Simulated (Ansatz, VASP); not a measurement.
**Hf in VASP and in Ansatz**

```xyz
1
Lattice="0.0000 2.1756 2.2200 2.1756 0.0000 2.2200 2.1756 2.1756 0.0000" Properties=species:S:1:pos:R:3 pbc="T T T"
Hf    0.0000    0.0000    0.0000
```

Change from the starting cell: equal xx and yy strain of -2 %.

Alike in both runs: task single point; functional LDA; k mesh 13 × 13 × 13; occupations fermi-dirac, width 0.03 eV; no spin polarisation.

|  | VASP | Ansatz |
| --- | --- | --- |
| version | VASP 6.6.1 | Ansatz 0.2.0 |
| potentials or method | VASP PAW LDA potentials, release 64 (Hf_pv), cutoff 520 eV | all-electron LAPW, scalar-relativistic |

Ansatz gave:

| Quantity | Value |
| --- | --- |
| pressure (GPa) | -1.2 |
| traceless stress, the component that is largest in VASP (GPa) | -0.55 |

Estimate VASP's values.

pressure (GPa): -1.2; traceless stress, the component that is largest in VASP (GPa): -0.50.

LDA's correlation is that of Perdew and Zunger in VASP and of Perdew and Wang (1992) in Ansatz. Ansatz ran all-electron here, and VASP with PAW potentials.

Spin-orbit coupling is off throughout.
